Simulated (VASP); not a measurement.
# MgO (Imm2) in VASP: single point with PBEsol

Aim: the single point of MgO with PBEsol.

Program: VASP 6.6.1. These are calculated values, not measurements. Logs are shortened: lines on timing, memory, paths and dates and some standing lists are left out, and cuts for length are marked.

**1. The cell of the first run**

The structure is orthorhombic, space group Imm2 (No. 44). The conventional cell has a = 3.020 Å, b = 4.270 Å, c = 3.020 Å, α = 90.00°, β = 90.00°, γ = 90.00°. Mg (site symmetry mm2) has 2 O at 1.65 Å within 2.2 Å. Within 2.2 Å of O (site symmetry mm2) lie 2 Mg at 1.65 Å.

**2. Single point, PBEsol (atom 2 (O) moved by (-0.600, -0.600) A along y and z)**

Contents of INCAR:

```
PREC     = Accurate       # precision mode
ENCUT    = 520            # plane-wave cutoff, eV
EDIFF    = 1E-7           # SCF threshold, eV
ISMEAR   = 0              # smearing method
SIGMA    = 0.05           # smearing width, eV
LREAL    = False          # projectors in reciprocal space
LASPH    = True           # aspherical terms in the spheres
NELM     = 80             # most SCF steps
ALGO     = Normal         # electronic algorithm
ISIF     = 2              # what is computed and relaxed
LWAVE    = False          # write WAVECAR
LCHARG   = False          # write CHGCAR
GGA      = PS             # functional
NBANDS   = 11             # bands
```

Contents of KPOINTS:

```
regular mesh
0
Gamma
  10 10 10
```

Contents of POSCAR:

```
MgO
1.0
    0.0000000000      2.1351500000      2.1351500000
    2.1351500000      0.0000000000      2.1351500000
    2.1351500000      2.1351500000      0.0000000000
Mg O
1 1
Direct
    0.0000000000      0.0000000000      0.0000000000
    0.2189892982      0.5000000000      0.5000000000
```

Potentials or basis: VASP PAW PBE potentials, release 64 (Mg, O).

On the command line:

```console
$ cat potpaw_PBE.64/Mg/POTCAR potpaw_PBE.64/O/POTCAR > POTCAR
$ mpirun -np 1 vasp_std > vasp.out
```

OUTCAR:

```text
PREC = Accurate
   ENCUT = 520
   EDIFF = 1E-7
   ISMEAR = 0
   LREAL = False
   LASPH = True
   NELM = 80
   ISIF = 2
   GGA = PS

 ion  position               nearest neighbor table
   1  0.000  0.000  0.000-   2 1.65   2 1.65   2 2.30   2 2.30   2 2.80   2 2.80
   2  0.219  0.500  0.500-   1 1.65   1 1.65   1 2.30   1 2.30   1 2.80   1 2.80

  LATTYP: Found a face centered cubic cell.
 ALAT       =     4.2703000000

  Lattice vectors:

 A1 = (   0.0000000000,   2.1351500000,   2.1351500000)
 A2 = (   2.1351500000,   0.0000000000,   2.1351500000)
 A3 = (   2.1351500000,   2.1351500000,   0.0000000000)

Analysis of symmetry for initial positions (statically):
=====================================================================
 Subroutine PRICEL returns:
 Original cell was already a primitive cell.

 Routine SETGRP: Setting up the symmetry group for a
 face centered cubic supercell.

 Subroutine GETGRP returns: Found  4 space group operations
 (whereof  4 operations were pure point group operations)
 out of a pool of 48 trial point group operations.

The static configuration has the point symmetry C_2v.

Analysis of symmetry for dynamics (positions and initial velocities):
=====================================================================
 Subroutine PRICEL returns:
 Original cell was already a primitive cell.

 Routine SETGRP: Setting up the symmetry group for a
 face centered cubic supercell.

 Subroutine GETGRP returns: Found  4 space group operations
 (whereof  4 operations were pure point group operations)
 out of a pool of 48 trial point group operations.

The dynamic configuration has the point symmetry C_2v.

 Subroutine INISYM returns: Found  4 space group operations
 (whereof  4 operations are pure point group operations),
 and found     1 'primitive' translations

----------------------------------------------------------------------------------------

                                     Primitive cell

  volume of cell :      19.4677

  direct lattice vectors                    reciprocal lattice vectors
     0.000000000  2.135150000  2.135150000    -0.234175585  0.234175585  0.234175585
     2.135150000  0.000000000  2.135150000     0.234175585 -0.234175585  0.234175585
     2.135150000  2.135150000  0.000000000     0.234175585  0.234175585 -0.234175585

  length of vectors
     3.019558088  3.019558088  3.019558088     0.405604011  0.405604011  0.405604011

  position of ions in fractional coordinates (direct lattice)
     0.000000000  0.000000000  0.000000000
     0.218989298  0.500000000  0.500000000

  ion indices of the primitive-cell ions
   primitive index   ion index
                 1           1
                 2           2

----------------------------------------------------------------------------------------

 KPOINTS: regular mesh

Automatic generation of k-mesh.
 Grid dimensions read from file:
 generate k-points for:   10   10   10

 Generating k-lattice:

  Cartesian coordinates                     Fractional coordinates (reciprocal lattice)
    -0.023417558  0.023417558  0.023417558     0.100000000  0.000000000  0.000000000
     0.023417558 -0.023417558  0.023417558     0.000000000  0.100000000  0.000000000
     0.023417558  0.023417558 -0.023417558     0.000000000  0.000000000  0.100000000

  Length of vectors
     0.040560401  0.040560401  0.040560401

  Shift w.r.t. Gamma in fractional coordinates (k-lattice)
     0.000000000  0.000000000  0.000000000

 Subroutine IBZKPT returns following result:
 ===========================================

 Found    171 irreducible k-points:

 Following reciprocal coordinates:
            Coordinates               Weight
  0.000000  0.000000  0.000000      1.000000
  0.100000  0.000000  0.000000      4.000000
  0.000000  0.100000  0.000000      4.000000
  0.200000  0.000000  0.000000      4.000000
  0.000000  0.200000  0.000000      4.000000
  0.300000  0.000000  0.000000      4.000000
[... 16 lines left out ...]
  0.000000  0.400000  0.100000      4.000000
  0.100000  0.000000  0.400000      8.000000
 [... further k-points ...]
   k-points           NKPTS =    171   k-points in BZ     NKDIM =    171   number of bands    NBANDS=     11
   number of dos      NEDOS =    301   number of ions     NIONS =      2
   total plane-waves  NPLWV =  13824
   dimension x,y,z NGX =    24 NGY =   24 NGZ =   24
   dimension x,y,z NGXF=    48 NGYF=   48 NGZF=   48
   ions per type =               1   1
   NGX,Y,Z   is equivalent  to a cutoff of  13.21, 13.21, 13.21 a.u.
   NGXF,Y,Z  is equivalent  to a cutoff of  26.43, 26.43, 26.43 a.u.
 SYSTEM =  unknown system
   PREC   = accura    normal or accurate (medium, high low for compatibility)
   ISTART =      0    job   : 0-new  1-cont  2-samecut
   ICHARG =      2    charge: 1-file 2-atom 10-const
   ISPIN  =      1    spin polarized calculation?
   LNONCOLLINEAR =      F non collinear calculations
   LSORBIT =      F    spin-orbit coupling
   LASPH  =      T    aspherical Exc in radial PAW
   ENCUT  =  520.0 eV  38.22 Ry    6.18 a.u.   5.61  5.61  5.61*2*pi/ulx,y,z
   NELM   =     80;   NELMIN=  2; NELMDL= -5     # of ELM steps
   EDIFF  = 0.1E-06   stopping-criterion for ELM
   LREAL  =      F    real-space projection
   EDIFFG = 0.1E-05   stopping-criterion for IOM
   NSW    =      0    number of steps for IOM
   IBRION =     -1    ionic relax: 0-MD 1-quasi-New 2-CG
   NFREE  =      0    steps in history (QN), initial steepest desc. (CG)
   ISIF   =      2    stress and relaxation
   ISYM   =      2    0-nonsym 1-usesym 2-fastsym
   POTIM  = 0.5000    time-step for ionic-motion
   TEBEG  =    0.0;   TEEND  =   0.0 temperature during run
   PSTRESS=    0.0 pullay stress
   NELECT =       8.0000    total number of electrons
   NUPDOWN=      -1.0000    fix difference up-down
   EMIN   =  10.00;   EMAX   =-10.00  energy-range for DOS
   EFERMI =   0.00;   METHOD = LEGACY
   ISMEAR =     0;   SIGMA  =   0.05  broadening in eV -4-tet -1-fermi 0-gaus
   EFERMI_NEDOS =   21; number of points for ismear=-14 and -15
   IALGO  =     38    algorithm
   IMIX   =      4    mixing-type and parameters
     AMIX     =   0.40;   BMIX     =  1.00
     AMIX_MAG =   1.60;   BMIX_MAG =  1.00
  volume/ion in A,a.u.               =       9.73        65.69
  Fermi-wavevector in a.u.,A,eV,Ry     =   1.217119  2.300022 20.155386  1.481379
  Thomas-Fermi vector in A             =   2.352450
   LORBIT       =      0    0 simple, 1 ext, 2 COOP (PROOUT), +10 PAW based schemes
   GGA     = PS    functional components
   LHFCALC =     F    Hartree Fock is set to
   AEXX    =    0.0000 exact exchange contribution
   IVDW    =     0    specifies the selected vdW correction
   LEPSILON=     F    determine dielectric tensor
   LRPA    =     F    only Hartree local field effects (RPA)
 non-spin polarized calculation
 Gauss-broadening in eV      SIGMA  =   0.05
  energy-cutoff  :      520.00
  volume of cell :       19.47
 maximum number of plane-waves:       544
   NGX = 11   NGY = 11   NGZ = 11

 number of electron       8.0000000 magnetization

 Free energy of the ion-electron system (eV)
  ---------------------------------------------------
  ext. energy  EPLUGINS =         0.00000000
  ---------------------------------------------------
  free energy    TOTEN  =       -10.28047975 eV

  energy without entropy =      -10.28047975  energy(sigma->0) =      -10.28047975

 E-fermi :   2.8492     XC(G=0): -10.9053

 val. band max:        2.5420561129   @ k =   0.0000  -0.2000   0.1000
 cond. band min:       6.2938864728   @ k =   0.0000   0.0000   0.0000
 fundamental gap:      3.7518303599
 Fermi energy:         2.8491542480

 k-point     1 :       0.0000    0.0000    0.0000
  band No.  band energies     occupation
      1     -14.4957      2.00000
      2       1.8956      2.00000
      3       2.3895      2.00000
      4       2.4618      2.00000
      5       6.2939      0.00000
      6      17.9563      0.00000
      7      20.0130      0.00000
      8      20.9959      0.00000
      9      21.0642      0.00000
     10      24.2105      0.00000
     11      24.2203      0.00000

 k-point     2 :       0.1000    0.0000    0.0000
  band No.  band energies     occupation
      1     -14.4060      2.00000
      2       1.7315      2.00000
      3       1.8548      2.00000
      4       2.4436      2.00000
      5       6.9736      0.00000
      6      17.9485      0.00000
      7      18.1161      0.00000
      8      20.9836      0.00000
      9      22.8299      0.00000
     10      23.4456      0.00000
     11      23.7587      0.00000

 k-point     3 :       0.0000    0.1000    0.0000
  band No.  band energies     occupation
      1     -14.3957      2.00000
      2       1.4683      2.00000
      3       2.2213      2.00000
      4       2.4849      2.00000
      5       6.8368      0.00000
      6      16.9171      0.00000
      7      19.9001      0.00000
      8      20.8332      0.00000
      9      21.3511      0.00000
     10      23.4330      0.00000
     11      24.4009      0.00000

 k-point     4 :       0.2000    0.0000    0.0000
  band No.  band energies     occupation
      1     -14.1612      2.00000
      2       0.5117      2.00000
      3       1.7507      2.00000
      4       2.3498      2.00000
      5       8.2957      0.00000
      6      15.9043      0.00000
      7      18.3531      0.00000
      8      20.5693      0.00000
      9      22.7908      0.00000
     10      23.1238      0.00000
     11      24.6555      0.00000
[... 239 lines left out ...]
 k-point    22 :       0.4000    0.1000    0.0000
  band No.  band energies     occupation
      1     -13.5757      2.00000
      2      -1.1524      2.00000
      3       1.4295      2.00000
      4       1.9894      2.00000
      5      10.3797      0.00000
      6      13.8164      0.00000
      7      17.1494      0.00000
      8      20.4007      0.00000
      9      22.4419      0.00000
     10      24.5436      0.00000
     11      27.1829      0.00000

 k-point    23 :       0.0000    0.4000    0.1000
  band No.  band energies     occupation
      1     -13.5074      2.00000
      2      -1.1864      2.00000
      3       1.6887      2.00000
      4       2.2343      2.00000
      5      10.1083      0.00000
      6      13.2698      0.00000
      7      16.7245      0.00000
      8      20.1219      0.00000
      9      22.5029      0.00000
     10      24.9528      0.00000
     11      27.5779      0.00000

 k-point    24 :       0.1000    0.0000    0.4000
  band No.  band energies     occupation
      1     -13.4772      2.00000
      2      -1.1111      2.00000
      3       1.7741      2.00000
      4       2.2167      2.00000
      5       9.8270      0.00000
      6      13.1660      0.00000
      7      17.3710      0.00000
      8      19.2020      0.00000
      9      22.2960      0.00000
     10      24.5682      0.00000
     11      28.1846      0.00000

 [... further k-points ...]
[... 5 lines left out ...]
  --------------------------------------------------------------------------------------
  -------------------------------------------------------------------------------------
  Total       -1.4407369     10.8624412     10.8624412      0.0000000     -6.8179323      0.0000000
  in kB     -118.5714372    893.9698148    893.9698148      0.0000000   -561.1101182      0.0000000
  external PRESSURE =     556.4560641 kB  Pullay stress =       0.0000000 kB

 VOLUME and BASIS-vectors are now :
 -----------------------------------------------------------------------------
  energy-cutoff  :      520.00
  volume of cell :       19.47
      direct lattice vectors                 reciprocal lattice vectors
     0.000000000  2.135150000  2.135150000    -0.234175585  0.234175585  0.234175585
     2.135150000  0.000000000  2.135150000     0.234175585 -0.234175585  0.234175585
     2.135150000  2.135150000  0.000000000     0.234175585  0.234175585 -0.234175585

 POSITION                                       TOTAL-FORCE (eV/Angst)
 -----------------------------------------------------------------------------------
      0.00000      0.00000      0.00000         0.000000     -4.161329     -4.161329
      2.13515      1.53515      1.53515         0.000000      4.161329      4.161329
 -----------------------------------------------------------------------------------
    total drift:                                0.000001      0.001015      0.001015

  FREE ENERGIE OF THE ION-ELECTRON SYSTEM (eV)
  ---------------------------------------------------
  free  energy   TOTEN  =       -10.2804797456 eV

  energy  without entropy=      -10.2804797456  energy(sigma->0) =      -10.28047975
```

Wall time 16 s (1 thread of Intel Xeon Platinum 8559C (Emerald Rapids), shared host); peak memory 0.16 GiB.

Results:

```
Free energy            : -10.2805 eV
Pressure               : 55.6 GPa
Largest force          : 5.885 eV/Å
Band gap on the k mesh : 3.75 eV, indirect (least direct gap 3.83 eV)
```

Forces in eV/Å, atoms in the order of the input:
```
Mg   0.000 -4.161 -4.161
O    0.000  4.161  4.161
```

Stress tensor (GPa, compression positive):
```
-11.86   0.00   0.00
  0.00  89.40 -56.11
  0.00 -56.11  89.40
```

Caveat: the cell differs from its parent crystal (atom 2 (O) moved by (-0.600, -0.600) A along y and z); the PAW data sets were made with another functional, which shifts forces and pressure a little. A k mesh can miss the band edges.
